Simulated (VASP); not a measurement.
Te2Mo: relaxation of cell and atoms with PBEsol

Te2Mo:

```
Te Mo
1.0
     3.51820    0.00000    0.00000
    -1.75910    3.04685    0.00000
     0.00000    0.00000   13.97360
Te Mo
4 2
Cartesian
  1.7591 1.0156 5.2960
  0.0000 2.0312 12.2828
  1.7591 1.0156 1.6908
  0.0000 2.0312 8.6776
  1.7591 1.0156 10.4802
  0.0000 2.0312 3.4934
```

| Item | Value |
| --- | --- |
| Program | VASP 6.6.1 |
| Task | relaxation of cell and atoms |
| Functional | PBEsol |
| Potentials or basis | VASP PAW PBE potentials, release 64 (Te, Mo_sv) |
| Cutoff | 600 eV |
| k mesh | 9 × 9 × 2 |
| Occupations | fermi-dirac, width 0.05 eV |
| Spin | no spin polarisation |
| Dipole correction | no |
| Further INCAR settings | ALGO = Normal; EDIFF = 1e-07; IBRION = 2; EDIFFG = -0.01; NSW = 60; ISIF = 3 |

The relaxed volume is 24.67 Å³/atom, the relaxed cell is a = 3.494 Å, b = 3.494 Å, c = 14.000 Å, α = 90.00°, β = 90.00°, γ = 120.00° and the space group after relaxing (to 0.1 Å) is P6_3/mmc (No. 194). The energy gained by relaxing is 1.3 meV/atom, the ionic steps are 4 and the pressure after relaxing is 0.0 GPa. The band gap on the k mesh is 0.78 eV (least direct gap 1.09 eV).

The path:
| step | energy change (eV) | largest force (eV/Å) | pressure (GPa) | volume (Å³) |
| --- | --- | --- | --- | --- |
| 1 | 0.0000 | 0.0617 | -1.00 | 149.79 |
| 2 | 0.0028 | 0.2499 | 1.49 | 146.43 |
| 3 | -0.0056 | 0.0761 | 0.09 | 148.26 |
| 4 | -0.0075 | 0.0008 | 0.00 | 147.99 |

Final structure:
```cif
data_structure
_symmetry_space_group_name_H-M 'P 1'
_symmetry_Int_Tables_number 1
_cell_length_a 3.4938
_cell_length_b 3.4938
_cell_length_c 13.9996
_cell_angle_alpha 90.000
_cell_angle_beta 90.000
_cell_angle_gamma 120.000
_cell_volume 147.99
loop_
_atom_site_label
_atom_site_type_symbol
_atom_site_fract_x
_atom_site_fract_y
_atom_site_fract_z
_atom_site_occupancy
Te1 Te 0.66667 0.33333 0.37910 1
Te2 Te 0.33333 0.66667 0.87910 1
Te3 Te 0.66667 0.33333 0.12090 1
Te4 Te 0.33333 0.66667 0.62090 1
Mo1 Mo 0.66667 0.33333 0.75000 1
Mo2 Mo 0.33333 0.66667 0.25000 1
```

Levels at points of the mesh, in eV from the valence-band top:
```tsv
k point	band 22	band 23	band 24	band 25	band 26	band 27	band 28	band 29	band 30	band 31
(0.00, 0.00, 0.00)	-0.98	-0.95	-0.95	-0.35	0.00	3.03	3.03	3.17	3.17	3.27
(0.00, 0.00, 0.50)	-0.97	-0.97	-0.97	-0.09	-0.09	3.07	3.07	3.07	3.07	3.42
```

It took 15 min on 1 thread of Intel Xeon 8259CL (shared host), peak memory 0.37 GiB.

Caveat: the PAW data sets were made with another functional, which shifts forces and pressure a little; spin-orbit coupling is left out, which moves the levels of the heavy elements; an odd mesh through Γ misses points on the zone boundary, where band edges can lie; this functional lacks dispersion, which binds the layers, so the pressure and a relaxed spacing across them are unreliable.
